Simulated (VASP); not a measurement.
A run of VASP 6.6.1 is set up as follows.

POSCAR

```
MgS
1.0
    0.0000000000      2.8518829780      2.8518829780
    2.8518829780      0.0000000000      2.8518829780
    2.8518829780      2.8518829780      0.0000000000
S Mg
1 1
Direct
    0.2500000000      0.2500000000      0.2500000000
    0.0000000000      0.0000000000      0.0000000000
```

The input INCAR.step1:

```
PREC = Accurate
ENCUT = 520
ISMEAR = -1
SIGMA = 0.05
LREAL = False
LASPH = True
NELM = 80
NBANDS = 11
GGA = PE
ALGO = Normal
EDIFF = 1E-4
LWAVE = True
LCHARG = False
```

Contents of INCAR.step2:

```
PREC = Accurate
ENCUT = 520
EDIFF = 1E-6
ISMEAR = -1
SIGMA = 0.05
LREAL = False
LASPH = True
NELM = 80
ALGO = Normal
ISIF = 2
LWAVE = False
LCHARG = False
METAGGA = R2SCAN
LMIXTAU = True
NBANDS = 11
ISTART = 1
```

KPOINTS

```
regular mesh
0
Gamma
  8 8 8
```

Potentials or basis: VASP PAW PBE potentials, release 64 (S, Mg).

The run is started by

```sh
$ cat potpaw_PBE.64/S/POTCAR potpaw_PBE.64/Mg/POTCAR > POTCAR
$ cp INCAR.step1 INCAR
$ mpirun -np 1 vasp_std > vasp.out
$ cp INCAR.step2 INCAR
$ mpirun -np 1 vasp_std > vasp.out
```

Task: Predict the band gap on the k mesh.

Result: 4.01 eV, direct.

Task: Predict the pressure.

Result: -1.5 GPa.

Caveat: the PAW data sets were made with another functional, which shifts forces and pressure a little. A k mesh can miss the band edges.
